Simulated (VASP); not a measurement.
Here is a VASP 6.6.1 calculation.

Contents of INCAR:

```
SYSTEM = ScTi2O2
PREC = Accurate ; ENCUT = 600
EDIFF = 1E-7 ; ISMEAR = 0
SIGMA = 0.1 ; LREAL = .False.
LASPH = .True. ; NELM = 60
ALGO = Normal ; ISIF = 3
LWAVE = .False. ; LCHARG = .False.
GGA = PE ; IBRION = 2
NSW = 100 ; EDIFFG = -0.01
```

The input KPOINTS:

```
Automatic mesh
0
Gamma
  12 12 4
  0 0 0
```

The input POSCAR:

```
ScTi2O2
1.0
    3.0250014009      0.0000000000      0.0000000000
   -1.5125007005      2.6197280597      0.0000000000
    0.0000000000      0.0000000000      7.5489341886
Sc Ti O
1 2 2
Direct
    0.0000000000      0.0000000000      0.0000000000
    0.3333333333      0.6666666667      0.3467463690
    0.6666666667      0.3333333333      0.6532536310
    0.3333333333      0.6666666667      0.8319208629
    0.6666666667      0.3333333333      0.1680791371
```

Potentials or basis: VASP PAW PBE potentials, release 64 (Sc_sv, Ti_sv, O).

The run is started by

```bash
$ cat potpaw_PBE.64/Sc_sv/POTCAR potpaw_PBE.64/Ti_sv/POTCAR potpaw_PBE.64/O/POTCAR > POTCAR
$ mpirun -np 1 vasp_std > vasp.out
```

Predict the space group after relaxing (to 0.1 Å).

P-3m1 (No. 164).

Estimate the band gap on the k mesh.

zero (an odd number of electrons rules out a gap without spin polarisation).

What does it give for the relaxed cell?

a = 3.027 Å, b = 3.027 Å, c = 7.557 Å, α = 90.00°, β = 90.00°, γ = 120.00°.

Final structure:
```
CELL_PARAMETERS angstrom
3.02653 0.00000 0.00000
-1.51327 2.62106 0.00000
0.00000 0.00000 7.55682
ATOMIC_POSITIONS crystal
Sc 0.00000 0.00000 0.00000
Ti 0.33333 0.66667 0.34656
Ti 0.66667 0.33333 0.65344
O 0.33333 0.66667 0.83045
O 0.66667 0.33333 0.16955
```

Caveat: the cell differs from its parent crystal (atoms taken out).
